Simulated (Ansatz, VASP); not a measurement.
**Two plane-wave programs on Re**

Contents of INCAR:

```
PREC     = Accurate       # precision mode
ENCUT    = 520            # plane-wave cutoff, eV
EDIFF    = 1E-6           # SCF threshold, eV
ISMEAR   = -1             # smearing method
SIGMA    = 0.08           # smearing width, eV
LREAL    = F              # projectors in reciprocal space
LASPH    = T              # aspherical terms in the spheres
NELM     = 60             # most SCF steps
ALGO     = Normal         # electronic algorithm
ISIF     = 2              # what is computed and relaxed
LWAVE    = F              # write WAVECAR
LCHARG   = F              # write CHGCAR
GGA      = PE             # functional
NBANDS   = 22             # bands
```

KPOINTS

```
regular mesh
0
Gamma
  15 9 9
```

Contents of POSCAR:

```
Re
1.0
   -1.3879310686      2.4039671282      0.0000000000
    0.0000000000      0.0000000000      4.4818846070
    4.1637932058      2.4039671282      0.0000000000
Re
4
Direct
    0.5000000000      0.2500000000      0.1666666670
    0.0000000000      0.2500000000      0.6666666670
    0.0000000000      0.7500000000      0.3333333330
    0.5000000000      0.7500000000      0.8333333330
```

Input for Ansatz:

```yaml
crystal:
  lattice:
    - [-1.3879310686, 2.4039671282, 0.0]
    - [0.0, 0.0, 4.481884607]
    - [4.1637932058, 2.4039671282, 0.0]
  atoms:
    - { symbol: Re, position: [0.5, 0.25, 0.166666667] }
    - { symbol: Re, position: [0.0, 0.25, 0.666666667] }
    - { symbol: Re, position: [0.0, 0.75, 0.333333333] }
    - { symbol: Re, position: [0.5, 0.75, 0.833333333] }
kpoints:
  mp_grid: { grid: [15, 9, 9] }
scf:
  occupations: { method: fermi_dirac, width: 0.08 }
hamiltonian:
  xc: pbe
  pseudopotentials: { kind: paw }
output:
  forces: true
  stress: true
  eigenvalues: true
```

Alike in both runs: task single point; functional PBE; k mesh 15 × 9 × 9; occupations fermi-dirac, width 0.08 eV; no spin polarisation.

|  | VASP | Ansatz |
| --- | --- | --- |
| version | VASP 6.6.1 | Ansatz 0.2.0 |
| potentials or method | VASP PAW PBE potentials, release 64 (Re) | PAW with Ansatz's default frozen-core files, scalar-relativistic |
| plane-wave cutoff (eV) | 520 | 420 |
| valence electrons in the cell | 28 | 60 |

Ansatz gave:

* pressure (GPa): 0.0
* traceless stress, the component that is largest in VASP (GPa): -0.14
* rms of the force components (eV/Å): 0.006

What did VASP give for the same quantities?

Pressure (GPa): -0.6; traceless stress, the component that is largest in VASP (GPa): -0.27; rms of the force components (eV/Å): 0.006.

Atom by atom the forces differ by 0.000 eV/Å (rms over components). VASP's potentials hold 28 valence electrons a cell and Ansatz's 60, so a difference there can come from the potentials and not from the codes.

Neither program's run includes spin-orbit coupling.
